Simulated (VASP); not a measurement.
Input of a VASP 6.6.1 run:

File INCAR:

```
SYSTEM = Te
ALGO = Normal
EDIFF = 1E-8
ENCUT = 520
GGA = PE
ISIF = 2
ISMEAR = 0
LASPH = .TRUE.
LCHARG = .FALSE.
LEPSILON = .TRUE.
LREAL = .FALSE.
LWAVE = .FALSE.
NELM = 100
PREC = Accurate
SIGMA = 0.01
```

The input KPOINTS:

```
k-points
0
G
  6 6 4
  0 0 0
```

Contents of POSCAR:

```
Te
1.0
    4.4712579917      0.0000000000      0.0000000000
   -2.2356289959      3.8722230077      0.0000000000
    0.0000000000      0.0000000000      5.9487466911
Te
3
Direct
    0.2641920560      0.0000000000      0.3333333333
    0.0000000000      0.2641920560      0.6666666667
    0.7358079440      0.7358079440      0.0000000000
```

Potentials or basis: VASP PAW PBE potentials, release 64 (Te).

Command:

```bash
$ cat potpaw_PBE.64/Te/POTCAR > POTCAR
$ mpirun -np 1 vasp_std > vasp.out
```

(1) What does it give for the electronic dielectric tensor (diagonal)?

(2) Estimate the Born charges (mean of the diagonal).

(3) Predict the band gap on the k mesh.

## Answers

(1) 465.10, 465.10, 52.21.

(2) Te +0.00 e.

(3) 0.16 eV, direct.

Caveat: the gap is small at this level, which inflates the dielectric constant; spin-orbit coupling is left out, which moves the levels of the heavy elements.
